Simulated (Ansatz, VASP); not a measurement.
# CuSn2O2: VASP beside Ansatz

Contents of INCAR:

```
SYSTEM = CuSn2O2
  PREC = Accurate
  ENCUT = 520
  EDIFF = 1E-6
  ISMEAR = 0
  SIGMA = 0.05
  LREAL = .False.
  LASPH = .True.
  NELM = 200
  ALGO = Normal
  ISIF = 2
  LWAVE = .False.
  LCHARG = .False.
  ISPIN = 2
  MAGMOM = 0 0 0 0 1
  LORBIT = 11
  LMAXMIX = 4
  LDIPOL = .True.
  IDIPOL = 3
  DIPOL = 0.5 0.5 0.311
  GGA = RE
  IVDW = 12
  NBANDS = 38
  GGA_COMPAT = .False.
  NELMDL = -8
```

Contents of KPOINTS:

```
Automatic mesh
0
Gamma
  7 7 1
  0 0 0
```

POSCAR

```
CuSn2O2
1.0
    3.8201708766      0.0000000000      0.0000000000
    0.0000000000      3.8201708766      0.0000000000
    0.0000000000      0.0000000000     19.3630360333
Sn O Cu
2 2 1
Direct
    0.5000000000      0.0000000000      0.2065791745
    0.0000000000      0.5000000000      0.3286176828
    0.0000000000      0.0000000000      0.2675984287
    0.5000000000      0.5000000000      0.2675984287
    0.1250000000      1.0000000000      0.4835520637
```

Input for Ansatz:

```yaml
crystal:
  lattice:
    - [3.8201708766, 0.0, 0.0]
    - [0.0, 3.8201708766, 0.0]
    - [0.0, 0.0, 19.3630360333]
  atoms:
    - { symbol: Sn, position: [0.5, 0.0, 0.2065791745] }
    - { symbol: O, position: [0.0, 0.0, 0.2675984287] }
    - { symbol: O, position: [0.5, 0.5, 0.2675984287] }
    - { symbol: Sn, position: [0.0, 0.5, 0.3286176828] }
    - { symbol: Cu, position: [0.125, 1.0, 0.4835520637], spin: 1.0 }
basis:
  ecutwfc: 420
kpoints:
  mp_grid: { grid: [7, 7, 1] }
hamiltonian:
  xc: revpbe
  pseudopotentials: { kind: paw, azcp: { folder: soft_1 } }
  dispersion: d3bj
scf:
  occupations: { method: gaussian, width: 0.05 }
output:
  forces: true
  eigenvalues: true
magnetization:
  spin_polarized: true
efield:
  axis: 3
  dipole_correction: true
  ramp_width: 0.04
```

Alike in both runs: task single point; functional revPBE; dispersion D3(BJ); k mesh 7 × 7 × 1; occupations gaussian, width 0.05 eV; collinear spin.

|  | VASP | Ansatz |
| --- | --- | --- |
| version | VASP 6.6.1 | Ansatz 0.2.0 |
| potentials or method | VASP PAW PBE potentials, release 64 (Sn_d, O, Cu), cutoff 520 eV | scalar-relativistic, plane waves, PAW |
| valence electrons in the cell | 51 | 59 |

VASP gave:

| Item | Value |
| --- | --- |
| gap on the k mesh at the Fermi level (eV) | none |
| rms of the force components (eV/Å) | 0.160 |
| net moment per atom (μB) | 0.01 |

Task: Which values does Ansatz return?

Result: gap on the k mesh at the Fermi level (eV): none; rms of the force components (eV/Å): 0.138; net moment per atom (μB): 0.01.

VASP's potentials were made for PBE, not for revPBE. A gap of «none» marks a metal or a gap that the smearing closes. VASP's potentials hold 51 valence electrons a cell and Ansatz's 59, so a difference there can come from the potentials and not from the codes. Ansatz's warnings: seeded moment not kept, stability check not made.
